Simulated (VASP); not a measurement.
Ni3Ge:

```
Ni Ge
1.0
     3.48870    0.00000    0.00000
     0.00000    3.48870    0.00000
     0.00000    0.00000    3.48870
Ni Ge
3 1
Direct
  0.50000 0.00000 0.50000
  0.00000 0.50000 0.50000
  0.50000 0.50000 0.00000
  0.00000 0.00000 0.00000
```

Base run:

```yaml
Program: VASP 6.6.1
Functional: LDA
Potentials_or_basis: VASP PAW LDA potentials, release 64 (Ni, Ge_d)
Cutoff: 520 eV
k_mesh: 12 × 12 × 12
Occupations: gaussian, width 0.15 eV
Spin: collinear spin, ferromagnetic start
Starting_moments: "[0.625, 0.625, 0.625, 0.0] μB"
Fixed_moment: 1.875 μB
```

Its results: pressure 4.2 GPa; site moments Ni +0.59; Ge +0.06 μB.

Q: The run is repeated on the same cell with these changes: fixed moment from 1.875 μB to 1.5 μB; moments at the start from [0.62, 0.62, 0.62, 0.0] to [0.5, 0.5, 0.5, 0.0]. What comes out?

A: Pressure 3.1 GPa; site moments Ni +0.48; Ge +0.03 μB.

Caveats: the cell stands under pressure; the total moment is fixed, so each spin has its own Fermi level and the state may be an excited one.
